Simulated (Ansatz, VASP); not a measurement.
# One calculation of SiC5, two programs

The input INCAR:

```
SYSTEM = SiC5
ALGO     = Normal         ! electronic algorithm
EDIFF    = 1E-6           ! SCF threshold, eV
ENCUT    = 520            ! plane-wave cutoff, eV
GGA      = PE             ! functional
ISIF     = 2              ! what is computed and relaxed
ISMEAR   = 0              ! smearing method
LASPH    = .TRUE.         ! aspherical terms in the spheres
LCHARG   = .FALSE.        ! write CHGCAR
LREAL    = .FALSE.        ! projectors in reciprocal space
LWAVE    = .FALSE.        ! write WAVECAR
NBANDS   = 21             ! bands
NELM     = 100            ! most SCF steps
PREC     = Accurate       ! precision mode
SIGMA    = 0.1            ! smearing width, eV
```

The input KPOINTS:

```
k-points
0
G
  6 6 2
  0 0 0
```

Contents of POSCAR:

```
SiC5
1.0
    2.6612997000      0.0000000000      0.0000000000
   -1.3306498500      2.3047531500      0.0000000000
    0.0000000000      0.0000000000     12.9232645200
Si C
1 5
Direct
    0.3333333300      0.6666666700      0.0000000000
    0.3333333300      0.6666666700      0.3333333300
    0.3333333300      0.6666666700      0.6666666700
    0.6666666700      0.3333333300      0.1666666700
    0.6666666700      0.3333333300      0.5000000000
    0.6666666700      0.3333333300      0.8333333300
```

Input for Ansatz:

```yaml
crystal:
  lattice:
    - [2.6612997, 0.0, 0.0]
    - [-1.33064985, 2.30475315, 0.0]
    - [0.0, 0.0, 12.92326452]
  atoms:
    - { symbol: Si, position: [0.33333333, 0.66666667, 0.0] }
    - { symbol: C, position: [0.33333333, 0.66666667, 0.33333333] }
    - { symbol: C, position: [0.33333333, 0.66666667, 0.66666667] }
    - { symbol: C, position: [0.66666667, 0.33333333, 0.16666667] }
    - { symbol: C, position: [0.66666667, 0.33333333, 0.5] }
    - { symbol: C, position: [0.66666667, 0.33333333, 0.83333333] }
basis:
  ecutwfc: 420
kpoints:
  mp_grid: { grid: [6, 6, 2] }
hamiltonian:
  xc: pbe
scf:
  occupations: { method: gaussian, width: 0.1 }
  lower_state_search: "off"
output:
  forces: true
  stress: true
  eigenvalues: true
```

Alike in both runs: task single point; functional PBE; k mesh 6 × 6 × 2; occupations gaussian, width 0.1 eV; no spin polarisation.

|  | VASP | Ansatz |
| --- | --- | --- |
| version | VASP 6.6.1 | Ansatz 0.2.0 |
| potentials or method | VASP PAW PBE potentials, release 64 (Si, C), cutoff 520 eV | scalar-relativistic, plane waves, PAW |
| valence electrons in the cell | 24 | 24 |

|  | VASP | Ansatz | Ansatz less VASP |
| --- | --- | --- | --- |
| gap on the k mesh at the Fermi level (eV) | none | none | - |
| pressure (GPa) | -25.1 | -25.1 | -0.03 |
| traceless stress, the component that is largest in VASP (GPa) | -4.01 | -4.01 | +0.006 |
| rms of the force components (eV/Å) | 0.061 | 0.061 | 0.0000 |

Atom by atom the forces differ by 0.000 eV/Å (rms over components). A gap of «none» marks a metal or a gap that the smearing closes. With one functional, cell and mesh, what is left measures potentials, basis and numerics.

The k mesh is coarse, so the values compare programs but aren't converged.
